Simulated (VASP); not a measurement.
A run of VASP 6.6.1 is set up as follows.

The input POSCAR:

```
H
1.0
   14.0000000000      0.0000000000      0.0000000000
    0.0000000000     14.4000000000      0.0000000000
    0.0000000000      0.0000000000     14.8000000000
H
1
Direct
    0.5000000000      0.5000000000      0.5000000000
```

INCAR.step1

```
SYSTEM = H
PREC = Accurate
ENCUT = 520
EDIFF = 1E-5
ISMEAR = -1
SIGMA = 0.01
LREAL = .FALSE.
LASPH = .TRUE.
NELM = 150
ALGO = Normal
ISIF = 2
LWAVE = .TRUE.
LCHARG = .FALSE.
ISPIN = 2
MAGMOM = 1
LORBIT = 11
GGA = PE
ISYM = 0
NBANDS = 10
```

INCAR.step2

```
SYSTEM = H
PREC = Accurate
ENCUT = 520
EDIFF = 1E-6
ISMEAR = -1
SIGMA = 0.01
LREAL = .FALSE.
LASPH = .TRUE.
NELM = 150
ALGO = Normal
ISIF = 2
LWAVE = .FALSE.
LCHARG = .FALSE.
ISPIN = 2
MAGMOM = 1
LORBIT = 11
METAGGA = R2SCAN
LHFCALC = .TRUE.
AEXX = 0.25
LMIXTAU = .TRUE.
PRECFOCK = Normal
ISTART = 1
ISYM = 0
NBANDS = 10
```

File KPOINTS:

```
Automatic mesh
0
G
  1 1 1
  0 0 0
```

Potentials or basis: VASP PAW PBE potentials, release 64 (H).

The run is started by

```sh
$ cat potpaw_PBE.64/H/POTCAR > POTCAR
$ cp INCAR.step1 INCAR
$ mpirun -np 1 vasp_gam > vasp.out
$ cp INCAR.step2 INCAR
$ mpirun -np 1 vasp_gam > vasp.out
```

(1) What does it give for the pressure?

(2) Predict the site moments.

(3) Predict the net moment.

Answers

(1) 0.0 GPa.

(2) H +0.38 μB.

(3) 1.00 μB per cell.

Caveat: the PAW data sets were made with another functional, which shifts forces and pressure a little.
